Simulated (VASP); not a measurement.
Runs of VASP 6.6.1 on Mg5Zn. The structure is that of space group R32 (No. 155), or close to it. The cells are those of the table. 

| cell | gap on the mesh (eV) | pressure (GPa) | largest force (eV/Å) |
| --- | --- | --- | --- |
| a = 5.737 Å, angles 53.8°, 6 atoms | none | 1.5 | 0.07 |
| a = 5.845 Å, angles 53.8°, 6 atoms | none | -1.1 | (b) |
| a = 5.950 Å, angles 53.8°, 6 atoms | none | -3.0 | 0.04 |
| a = 6.001 Å, angles 53.8°, 6 atoms | none | -3.8 | (d) |
| a = 6.052 Å, angles 53.8°, 6 atoms | none | -4.5 | 0.02 |
| a = 5.792 Å, angles 53.8°, 6 atoms | none | 0.1 | (a) |
| a = 5.898 Å, angles 53.8°, 6 atoms | none | (c) | 0.04 |

Alike in all rows: task single point; level LDA; potentials or basis VASP PAW LDA potentials, release 64 (Mg, Zn); no spin polarisation; k mesh 5 × 5 × 5; cutoff (eV) 520; smearing fermi-dirac 0.1 eV.

Task: Fill in the values left out.

Result: (a) 0.06; (b) 0.05; (c) -2.2; (d) 0.03.

A gap of «none» marks levels without a gap at the run's occupations.
